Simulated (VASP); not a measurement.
Runs of VASP 6.6.1 on SiC (Moissanite). The structure is that of space group P6_3mc (No. 186), or close to it. The cells are those of the table. 

| cell | gap on the mesh (eV) | pressure (GPa) | largest force (eV/Å) |
| --- | --- | --- | --- |
| a = 3.076, b = 3.076, c = 4.897 Å, angles 90.0, 90.0, 120.0°, 4 atoms | 2.33 | (c) | 0.01 |
| a = 3.076, b = 3.076, c = 5.098 Å, angles 90.0, 90.0, 120.0°, 4 atoms | 2.28 | 1.2 | - |
| a = 3.034, b = 3.034, c = 4.980 Å, angles 90.0, 90.0, 120.0°, 4 atoms | 2.27 | (b) | 0.02 |
| a = 3.076, b = 3.076, c = 5.048 Å, angles 90.0, 90.0, 120.0°, 4 atoms | 2.34 | 3.4 | 0.02 |
| a = 3.116, b = 3.116, c = 5.114 Å, angles 90.0, 90.0, 120.0°, 4 atoms | 2.41 | (a) | 0.01 |
| a = 3.076, b = 3.076, c = 4.947 Å, angles 90.0, 90.0, 120.0°, 4 atoms | 2.37 | 8.1 | - |
| a = 3.055, b = 3.055, c = 5.014 Å, angles 90.0, 90.0, 120.0°, 4 atoms | 2.31 | 8.1 | 0.01 |

Alike in all rows: task single point; level PBE; potentials or basis VASP PAW PBE potentials, release 64 (Si, C); no spin polarisation; k mesh 16 × 16 × 9; cutoff (eV) 520; smearing fermi-dirac 0.02 eV.

Estimate the missing entries.

(a) -4.9; (b) 13.4; (c) 10.6.

A k mesh can miss the band edges.
